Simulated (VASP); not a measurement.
# BN (Pm) in VASP: further runs

Runs on BN. Level: PBE+D3(BJ). Tasks: single point.

Everything below comes from runs of VASP 6.6.1. Logs are shortened: lines on timing, memory, paths and dates and some standing lists are left out, and cuts for length are marked.

## (1) The cell of the first run

It takes space group Pm (No. 6, monoclinic). Conventional cell: a = 2.510 Å, b = 6.690 Å, c = 2.510 Å, α = 90.00°, β = 120.00°, γ = 90.00°. Within 1.7 Å of B (site symmetry m) lie 2 N at 1.27 to 1.40 Å. B (site symmetry m) has 3 N at 1.45 Å within 1.9 Å. N (site symmetry m) has 3 B at 1.45 Å within 1.9 Å. N (site symmetry m) has 2 B at 1.27 to 1.40 Å within 1.7 Å.

## (2) Single point, PBE+D3(BJ) (atom 4 (N) moved by (-0.200, +0.200) A along x and y)

The input, INCAR:

```
ALGO = Normal ; EDIFF = 1E-6
ENCUT = 520 ; GGA = PE
ISIF = 2 ; ISMEAR = 0
IVDW = 12 ; LASPH = T
LCHARG = T ; LELF = T
LREAL = F ; LVHAR = T
LWAVE = F ; NBANDS = 16
NELM = 100 ; PREC = Accurate
SIGMA = 0.05
```

The input, KPOINTS:

```
k-points
0
Gamma
  12 12 4
```

The input, POSCAR:

```
BN
1.0
    2.5099983704      0.0000000000      0.0000000000
   -1.2549991852      2.1737223522      0.0000000000
    0.0000000000      0.0000000000      6.6900000000
B N
2 2
Direct
    0.0000000000      0.0000000000      0.5000000000
    0.3333333333      0.6666666667      0.0000000000
    0.0000000000      0.0000000000      0.0000000000
    0.6329893754      0.4253414041      0.5000000000
```

Potentials or basis: VASP PAW PBE potentials, release 64 (B, N).

On the command line:

```console
cat potpaw_PBE.64/B/POTCAR potpaw_PBE.64/N/POTCAR > POTCAR
mpirun -np 1 vasp_std > vasp.out
```

OUTCAR:

```text
EDIFF = 1E-6
   ENCUT = 520
   GGA = PE
   ISIF = 2
   ISMEAR = 0
   IVDW = 12
   LASPH = T
   LREAL = F
   NELM = 100
   PREC = Accurate
 IVDW          = 12

 ion  position               nearest neighbor table
   1  0.000  0.000  0.500-   4 1.27   4 1.40   4 1.72
   2  0.333  0.667  0.000-   3 1.45   3 1.45   3 1.45
   3  0.000  0.000  0.000-   2 1.45   2 1.45   2 1.45
   4  0.633  0.425  0.500-   1 1.27   1 1.40   1 1.72

  LATTYP: Found a hexagonal cell.
 ALAT       =     2.5099983704
 C/A-ratio  =     2.6653403759

  Lattice vectors:

 A1 = (   2.5099983704,   0.0000000000,   0.0000000000)
 A2 = (  -1.2549991852,   2.1737223522,   0.0000000000)
 A3 = (   0.0000000000,   0.0000000000,   6.6900000000)

Analysis of symmetry for initial positions (statically):
=====================================================================
 Subroutine PRICEL returns:
 Original cell was already a primitive cell.

 Routine SETGRP: Setting up the symmetry group for a
 hexagonal supercell.

 Subroutine GETGRP returns: Found  2 space group operations
 (whereof  2 operations were pure point group operations)
 out of a pool of 24 trial point group operations.

The static configuration has the point symmetry C_1h.

Analysis of symmetry for dynamics (positions and initial velocities):
=====================================================================
 Subroutine PRICEL returns:
 Original cell was already a primitive cell.

 Routine SETGRP: Setting up the symmetry group for a
 hexagonal supercell.

 Subroutine GETGRP returns: Found  2 space group operations
 (whereof  2 operations were pure point group operations)
 out of a pool of 24 trial point group operations.

The dynamic configuration has the point symmetry C_1h.

 Subroutine INISYM returns: Found  2 space group operations
 (whereof  2 operations are pure point group operations),
 and found     1 'primitive' translations

----------------------------------------------------------------------------------------

                                     Primitive cell

  volume of cell :      36.5009

  direct lattice vectors                    reciprocal lattice vectors
     2.509998370  0.000000000  0.000000000     0.398406633  0.230020177  0.000000000
    -1.254999185  2.173722352  0.000000000     0.000000000  0.460040354  0.000000000
     0.000000000  0.000000000  6.690000000     0.000000000  0.000000000  0.149476831

  length of vectors
     2.509998370  2.509998370  6.690000000     0.460040354  0.460040354  0.149476831

  position of ions in fractional coordinates (direct lattice)
     0.000000000  0.000000000  0.500000000
     0.333333333  0.666666667  0.000000000
     0.000000000  0.000000000  0.000000000
     0.632989375  0.425341404  0.500000000

  ion indices of the primitive-cell ions
   primitive index   ion index
                 1           1
                 2           2
                 3           3
                 4           4

----------------------------------------------------------------------------------------

 KPOINTS: k-points

Automatic generation of k-mesh.
 Grid dimensions read from file:
 generate k-points for:   12   12    4

 Generating k-lattice:

  Cartesian coordinates                     Fractional coordinates (reciprocal lattice)
     0.033200553  0.019168348  0.000000000     0.083333333 -0.000000000  0.000000000
     0.000000000  0.038336696  0.000000000     0.000000000  0.083333333  0.000000000
     0.000000000  0.000000000  0.037369208     0.000000000  0.000000000  0.250000000

  Length of vectors
     0.038336696  0.038336696  0.037369208

  Shift w.r.t. Gamma in fractional coordinates (k-lattice)
     0.000000000  0.000000000  0.000000000

 Subroutine IBZKPT returns following result:
 ===========================================

 Found    222 irreducible k-points:

 Following reciprocal coordinates:
            Coordinates               Weight
  0.000000  0.000000  0.000000      1.000000
  0.083333  0.000000  0.000000      2.000000
  0.000000  0.083333  0.000000      2.000000
 -0.083333  0.083333  0.000000      2.000000
  0.166667  0.000000  0.000000      2.000000
  0.000000  0.166667  0.000000      2.000000
[... 16 lines left out ...]
  0.166667  0.083333  0.000000      2.000000
 -0.083333  0.250000  0.000000      2.000000
 [... further k-points ...]
   k-points           NKPTS =    222   k-points in BZ     NKDIM =    222   number of bands    NBANDS=     16
   number of dos      NEDOS =    301   number of ions     NIONS =      4
   total plane-waves  NPLWV =  20000
   dimension x,y,z NGX =    20 NGY =   20 NGZ =   50
   dimension x,y,z NGXF=    40 NGYF=   40 NGZF=  100
   ions per type =               2   2
   NGX,Y,Z   is equivalent  to a cutoff of  13.25, 13.25, 12.42 a.u.
   NGXF,Y,Z  is equivalent  to a cutoff of  26.49, 26.49, 24.85 a.u.
 SYSTEM =  unknown system
   PREC   = accura    normal or accurate (medium, high low for compatibility)
   ISTART =      0    job   : 0-new  1-cont  2-samecut
   ICHARG =      2    charge: 1-file 2-atom 10-const
   ISPIN  =      1    spin polarized calculation?
   LNONCOLLINEAR =      F non collinear calculations
   LSORBIT =      F    spin-orbit coupling
   LASPH  =      T    aspherical Exc in radial PAW
   ENCUT  =  520.0 eV  38.22 Ry    6.18 a.u.   4.67  4.67 12.44*2*pi/ulx,y,z
   NELM   =    100;   NELMIN=  2; NELMDL= -5     # of ELM steps
   EDIFF  = 0.1E-05   stopping-criterion for ELM
   LREAL  =      F    real-space projection
   EDIFFG = 0.1E-04   stopping-criterion for IOM
   NSW    =      0    number of steps for IOM
   IBRION =     -1    ionic relax: 0-MD 1-quasi-New 2-CG
   NFREE  =      0    steps in history (QN), initial steepest desc. (CG)
   ISIF   =      2    stress and relaxation
   ISYM   =      2    0-nonsym 1-usesym 2-fastsym
   POTIM  = 0.5000    time-step for ionic-motion
   TEBEG  =    0.0;   TEEND  =   0.0 temperature during run
   PSTRESS=    0.0 pullay stress
   NELECT =      16.0000    total number of electrons
   NUPDOWN=      -1.0000    fix difference up-down
   EMIN   =  10.00;   EMAX   =-10.00  energy-range for DOS
   EFERMI =   0.00;   METHOD = LEGACY
   ISMEAR =     0;   SIGMA  =   0.05  broadening in eV -4-tet -1-fermi 0-gaus
   EFERMI_NEDOS =   21; number of points for ismear=-14 and -15
   IALGO  =     38    algorithm
   IMIX   =      4    mixing-type and parameters
     AMIX     =   0.40;   BMIX     =  1.00
     AMIX_MAG =   1.60;   BMIX_MAG =  1.00
  volume/ion in A,a.u.               =       9.13        61.58
  Fermi-wavevector in a.u.,A,eV,Ry     =   1.243599  2.350061 21.041925  1.546538
  Thomas-Fermi vector in A             =   2.377902
   LORBIT       =      0    0 simple, 1 ext, 2 COOP (PROOUT), +10 PAW based schemes
   GGA     = PE    functional components
   LHFCALC =     F    Hartree Fock is set to
   AEXX    =    0.0000 exact exchange contribution
   IVDW    =    12    specifies the selected vdW correction
   LEPSILON=     F    determine dielectric tensor
   LRPA    =     F    only Hartree local field effects (RPA)
 non-spin polarized calculation
 Gauss-broadening in eV      SIGMA  =   0.05
  energy-cutoff  :      520.00
  volume of cell :       36.50
 maximum number of plane-waves:      1000
   NGX =  9   NGY =  9   NGZ = 25

 number of electron      15.9999998 magnetization

 Free energy of the ion-electron system (eV)
  ---------------------------------------------------
  ext. energy  EPLUGINS =         0.00000000
  ---------------------------------------------------
  free energy    TOTEN  =       -33.86328168 eV

  energy without entropy =      -33.86328168  energy(sigma->0) =      -33.86328168

 E-fermi :   3.9928     XC(G=0):  -9.9952

 val. band max:        3.7652945813   @ k =   0.0000   0.0000   0.5000
 cond. band min:       5.8597139893   @ k =   0.0000   0.5000   0.5000
 fundamental gap:      2.0944194080
 Fermi energy:         3.9927585771

 k-point     1 :       0.0000    0.0000    0.0000
  band No.  band energies     occupation
      1     -15.6128      2.00000
      2     -15.3150      2.00000
      3      -4.0387      2.00000
      4      -2.1607      2.00000
      5      -2.0276      2.00000
      6       0.7623      2.00000
[... 8 lines left out ...]
     15      15.4017      0.00000
     16      16.6044      0.00000

 k-point     2 :       0.0833    0.0000    0.0000
  band No.  band energies     occupation
      1     -15.4811      2.00000
      2     -15.1918      2.00000
      3      -3.8519      2.00000
      4      -2.4320      2.00000
      5      -1.8603      2.00000
      6       0.2051      2.00000
[... 8 lines left out ...]
     15      14.8799      0.00000
     16      16.8921      0.00000

 k-point     3 :       0.0000    0.0833    0.0000
  band No.  band energies     occupation
      1     -15.4823      2.00000
      2     -15.1943      2.00000
      3      -3.8499      2.00000
      4      -2.4437      2.00000
      5      -1.8575      2.00000
      6       0.2054      2.00000
[... 8 lines left out ...]
     15      14.8392      0.00000
     16      16.7574      0.00000

 k-point     4 :      -0.0833    0.0833    0.0000
  band No.  band energies     occupation
      1     -15.4761      2.00000
      2     -15.1793      2.00000
      3      -3.8608      2.00000
      4      -2.2933      2.00000
      5      -1.8726      2.00000
      6       0.2039      2.00000
[... 8 lines left out ...]
     15      15.0259      0.00000
     16      16.9299      0.00000
[... 324 lines left out ...]
 k-point    22 :      -0.1667    0.0833    0.0000
  band No.  band energies     occupation
      1     -15.2103      2.00000
      2     -14.9221      2.00000
      3      -3.5017      2.00000
      4      -2.7021      2.00000
      5      -1.5583      2.00000
      6      -0.7106      2.00000
[... 8 lines left out ...]
     15      15.6979      0.00000
     16      17.6804      0.00000

 k-point    23 :       0.1667    0.0833    0.0000
  band No.  band energies     occupation
      1     -14.7419      2.00000
      2     -14.5028      2.00000
      3      -3.8661      2.00000
      4      -2.7299      2.00000
      5      -2.1909      2.00000
      6      -0.8608      2.00000
[... 8 lines left out ...]
     15      17.0222      0.00000
     16      17.2878      0.00000

 k-point    24 :      -0.0833    0.2500    0.0000
  band No.  band energies     occupation
      1     -14.7118      2.00000
      2     -14.4624      2.00000
      3      -3.6650      2.00000
      4      -2.7686      2.00000
      5      -2.1919      2.00000
      6      -0.9128      2.00000
[... 8 lines left out ...]
     15      16.8117      0.00000
     16      17.3310      0.00000

 [... further k-points ...]

------------------------ aborting loop because EDIFF is reached ----------------------------------------

 Edisp (eV)   -0.55731

 E8    (eV) :    -0.1631

  FORCE on cell =-STRESS in cart. coord.  units (eV):
  Direction    XX          YY          ZZ          XY          YZ          ZX
  --------------------------------------------------------------------------------------
  -------------------------------------------------------------------------------------
  Total       0.70853     6.71198    -0.11322     1.76491     0.00000     0.00000
  in kB      31.10019   294.61665    -4.96991    77.46913     0.00000     0.00000
  external pressure =      106.92 kB  Pullay stress =        0.00 kB

 VOLUME and BASIS-vectors are now :
 -----------------------------------------------------------------------------
  energy-cutoff  :      520.00
  volume of cell :       36.50
      direct lattice vectors                 reciprocal lattice vectors
     2.509998370  0.000000000  0.000000000     0.398406633  0.230020177  0.000000000
    -1.254999185  2.173722352  0.000000000     0.000000000  0.460040354  0.000000000
     0.000000000  0.000000000  6.690000000     0.000000000  0.000000000  0.149476831

 POSITION                                       TOTAL-FORCE (eV/Angst)
 -----------------------------------------------------------------------------------
      0.00000      0.00000      3.34500        -2.828099      8.395095      0.000000
     -0.00000      1.44915      0.00000         0.006099     -0.012097      0.000000
      0.00000      0.00000      0.00000        -0.005007      0.030635      0.000000
      1.05500      0.92457      3.34500         2.827007     -8.413632      0.000000
 -----------------------------------------------------------------------------------
    total drift:                                0.000118     -0.000140      0.000000

  FREE ENERGIE OF THE ION-ELECTRON SYSTEM (eV)
  ---------------------------------------------------
  free  energy   TOTEN  =       -34.4205885013 eV

  energy  without entropy=      -34.4205885013  energy(sigma->0) =      -34.42058850
```

It took 93 s on 1 thread of Intel Xeon Platinum 8259CL at 2.50GHz (Skylake/Cascade Lake), shared host; peak memory 0.24 GiB.

What came out:

* Free energy: -34.4206 eV
* Pressure: 10.7 GPa
* Largest force: 8.876 eV/Å
* Band gap on the k mesh: 2.09 eV, indirect (least direct gap 3.55 eV)
* Dispersion energy per atom: -0.139 eV

Forces on the atoms (eV/Å):
```
B   -2.828  8.395  0.000
B    0.006 -0.012  0.000
N   -0.005  0.031  0.000
N    2.827 -8.414  0.000
```

Stress tensor (GPa, compression positive):
```
 3.11  7.75  0.00
 7.75 29.46  0.00
 0.00  0.00 -0.50
```

Levels at points of the mesh, in eV from the valence-band top:
| k point | band 5 | band 6 | band 7 | band 8 | band 9 | band 10 | band 11 | band 12 |
| --- | --- | --- | --- | --- | --- | --- | --- | --- |
| (0.00, 0.00, 0.00) | -5.79 | -3.00 | -3.00 | 0.00 | 3.54 | 6.90 | 8.57 | 9.88 |
| (0.50, 0.00, 0.00) | -5.78 | -4.24 | -2.81 | -2.31 | 2.69 | 3.63 | 5.90 | 7.98 |
| (0.00, 0.50, 0.00) | -5.78 | -4.20 | -2.67 | -2.11 | 2.37 | 3.28 | 7.15 | 7.97 |
| (0.50, 0.50, 0.00) | -7.44 | -5.78 | -3.71 | -2.39 | 2.88 | 6.17 | 7.67 | 8.05 |
| (0.00, 0.00, 0.50) | -5.92 | -3.00 | -3.00 | 0.00 | 5.60 | 5.85 | 7.24 | 9.88 |
| (0.50, 0.00, 0.50) | -5.78 | -4.24 | -2.58 | -2.42 | 2.77 | 3.04 | 5.99 | 8.18 |
| (0.00, 0.50, 0.50) | -5.78 | -4.21 | -2.58 | -2.04 | 2.09 | 3.04 | 7.28 | 8.15 |
| (0.50, 0.50, 0.50) | -7.44 | -5.78 | -3.53 | -2.58 | 3.07 | 5.38 | 7.89 | 8.24 |

Caveat: the cell differs from its parent crystal (atom 4 (N) moved by (-0.200, +0.200) A along x and y); forces of over 1 eV/Å act on the atoms, so gaps and moduli don't describe the material at rest. A k mesh can miss the band edges.

(Continued in part 2 of 2.)
